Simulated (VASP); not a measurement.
## GaP: single point with PBEsol

The system is GaP.

```
Ga P
1.0
     2.69207    2.69207    0.00000
    -2.69207    2.69207    0.00000
     0.00000    2.69207    2.73558
Ga P
1 1
Direct
  0.00000 0.00000 0.00000
  0.75000 0.25000 0.50000
```

This cell differs from its parent crystal: in-plane strain -0.01.

* Program: VASP 6.6.1
* Task: single point
* Functional: PBEsol
* Potentials or basis: VASP PAW PBE potentials, release 64 (Ga_d, P)
* Cutoff: 520 eV
* k mesh: 8 × 8 × 8
* Occupations: gaussian, width 0.01 eV
* Spin: no spin polarisation

```json
{"Pressure": "1.1 GPa", "Band gap on the k mesh": "1.40 eV, indirect (least direct gap 1.89 eV)"}
```

Stress tensor (GPa, compression positive):
```
1.55 0.00 0.00
0.00 1.55 0.00
0.00 0.00 0.31
```

Levels at points of the mesh, in eV from the valence-band top:
```
           k point  band 6  band 7  band 8  band 9  band 10  band 11  band 12  band 13
(0.00, 0.00, 0.00)  -12.71   -0.09    0.00    0.00     1.89     3.78     3.78     3.81
(0.50, 0.00, 0.00)  -10.55   -6.85   -1.26   -1.12     1.61     4.56     4.68     8.10
(0.50, 0.50, 0.00)   -9.59   -6.90   -2.86   -2.85     1.40     1.61    10.65    10.65
(0.00, 0.00, 0.50)   -9.66   -7.01   -2.74   -2.74     1.52     1.77    10.68    10.68
```

Run time: 14 s on 1 thread of Intel(R) Xeon(R) 6975P-C (Granite Rapids), on a shared host, peak memory 0.18 GiB.

Caveat: the cell differs from its parent crystal (in-plane strain -0.01); the PAW data sets were made with another functional, which shifts forces and pressure a little. A k mesh can miss the band edges.
